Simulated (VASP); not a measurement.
**Be: single point with r2SCAN**

The system is Be.

```xyz
1
Lattice="0.0000 1.5998 1.5998 1.5998 0.0000 1.5998 1.5998 1.5998 0.0000" Properties=species:S:1:pos:R:3 pbc="T T T"
Be    0.0000    0.0000    0.0000
```

This isn't the form of Be at room conditions, which is hcp.

| Quantity | Value |
| --- | --- |
| Program | VASP 6.6.1 |
| Task | single point |
| Functional | r2SCAN |
| Potentials or basis | VASP PAW PBE potentials, release 64 (Be) |
| Cutoff | 520 eV |
| k mesh | 18 × 18 × 18 |
| Occupations | fermi-dirac, width 0.1 eV |
| Spin | no spin polarisation |

```
Pressure               : -4.0 GPa
Band gap on the k mesh : zero (bands 1 and 2 overlap by 0.55 eV)
```

Levels at points of the mesh, in eV from the Fermi level:
```csv
k point,band 1,band 2,band 3,band 4,band 5
"(0.00, 0.00, 0.00)",-12.46,20.55,20.55,20.55,29.89
"(0.50, 0.00, 0.00)",-5.40,-0.11,17.48,17.48,26.97
"(0.50, 0.50, 0.00)",-2.62,3.81,10.14,10.14,15.53
```

Run time: 60 s on 1 thread of AMD EPYC 7R13 (shared host), peak memory 0.09 GiB.

Caveat: the cell stands under tension; the PAW data sets were made with another functional, which shifts forces and pressure a little.
